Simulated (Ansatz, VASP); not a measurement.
## LuH2: VASP beside Ansatz

```xyz
3
Lattice="0.0000 2.4825 2.4825 2.4825 0.0000 2.4825 2.4825 2.4825 0.0000" Properties=species:S:1:pos:R:3 pbc="T T T"
Lu    0.0000    0.0000    0.0000
H     1.2412    1.2412    1.2412
H     3.7237    3.7237    3.7237
```

Change from the starting cell: volume scaled by 0.96, PAW files.

Alike in both runs: task electric field gradients; functional LDA; k mesh 8 × 8 × 8; occupations fermi-dirac, width 0.02 eV; no spin polarisation.

|  | VASP | Ansatz |
| --- | --- | --- |
| version | VASP 6.6.1 | Ansatz 0.2.0 |
| potentials or method | VASP PAW PBE potentials, release 64 (Lu, H) | PAW with Ansatz's default frozen-core files, scalar-relativistic |
| plane-wave cutoff (eV) | 520 | 420 |
| valence electrons in the cell | 27 | 27 |

```tsv
	VASP	Ansatz	Ansatz less VASP
pressure (GPa)	-2.7	-3.3	-0.60
```

VASP's potentials were made for PBE, not for LDA. LDA's correlation is that of Perdew and Zunger in VASP and of Perdew and Wang (1992) in Ansatz.

Neither program's run includes spin-orbit coupling.
